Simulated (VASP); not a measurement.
**B: relaxation of cell and atoms with PBEsol**

Crystal: B.

```
B
1.0
     2.10059    0.00000    0.00000
    -1.05030    1.81917    0.00000
     0.00000    0.00000    3.43027
B
2
Direct
  0.33333 0.66667 0.25000
  0.66667 0.33333 0.75000
```

This isn't the form of B at room conditions, which is rhombohedral.

- Program: VASP 6.6.1
- Task: relaxation of cell and atoms
- Functional: PBEsol
- Potentials or basis: VASP PAW PBE potentials, release 64 (B_h)
- Cutoff: 1230 eV
- k mesh: 17 × 17 × 9
- Occupations: fermi-dirac, width 0.1 eV
- Spin: no spin polarisation
- Dipole correction: no
- Further INCAR settings: ALGO = Normal; EDIFF = 1e-07; IBRION = 2; EDIFFG = -0.01; NSW = 80; ISIF = 3

The relaxed volume is 7.83 Å³/atom. The relaxed cell is a = 1.711 Å, b = 1.711 Å, c = 6.173 Å, α = 90.00°, β = 90.00°, γ = 120.00°, the space group after relaxing (to 0.1 Å) is P6_3/mmc (No. 194) and the energy gained by relaxing is 724.3 meV/atom. The ionic steps are 26. The pressure after relaxing is 0.1 GPa. The band gap on the k mesh is zero (bands 3 and 4 overlap by 9.95 eV).

Step by step:
```
step  energy change (eV)  largest force (eV/Å)  pressure (GPa)  volume (Å³)
   1              0.0000                0.0000          -22.25        13.11
   2             -0.1328                0.0000            8.03        11.45
   3             -0.1350                0.0000            3.87        11.62
   4             -0.1800                0.0000            4.76        11.63
   5             -0.3611                0.0000           12.52        11.58
   6             -0.5260                0.0000           44.52        11.22
   7             -0.4552                0.0000           67.53        10.93
   8              0.4383                0.0000          168.49        10.13
   9             -0.4352                0.0000           77.57        10.82
  10             -0.2026                0.0000          116.21        10.50
  11             -0.3862                0.0000           90.61        10.70
  12             -0.3884                0.0000           90.94        10.70
  13             -0.3942                0.0000           91.96        10.72
  14             -0.4024                0.0000           94.14        10.74
  15             -0.4086                0.0000           98.64        10.79
  16             -0.4229                0.0000           97.65        10.82
  17             -0.4648                0.0000           94.72        10.90
  18             -0.5454                0.0000           89.08        11.05
  19             -0.6940                0.0000           78.65        11.37
  20             -0.9433                0.0000           60.44        12.01
  21             -1.2731                0.0000           31.27        13.34
  22             -1.4415                0.0000           -3.49        16.23
  23             -1.4475                0.0000            0.43        15.78
  24             -1.4476                0.0000            1.46        15.67
  25             -1.4480                0.0000            1.12        15.67
  26             -1.4485                0.0000            0.13        15.65
```

Final structure:
```
B
1.0
     1.71095    0.00000    0.00000
    -0.85548    1.48173    0.00000
     0.00000    0.00000    6.17325
B
2
Direct
  0.33333 0.66667 0.25000
  0.66667 0.33333 0.75000
```

Levels at points of the mesh, in eV from the Fermi level:
| k point | band 1 | band 2 | band 3 | band 4 | band 5 | band 6 |
| --- | --- | --- | --- | --- | --- | --- |
| (0.00, 0.00, 0.00) | -17.40 | -16.36 | -9.49 | -5.22 | 3.76 | 14.27 |

Run time: 2.9 min on 1 thread of Intel(R) Xeon(R) 6975P-C (Granite Rapids), with other jobs on the host, peak memory 0.18 GiB.

Caveat: the volume moved by over 15 % at a fixed basis, so the end points are rough; the PAW data sets were made with another functional, which shifts forces and pressure a little.
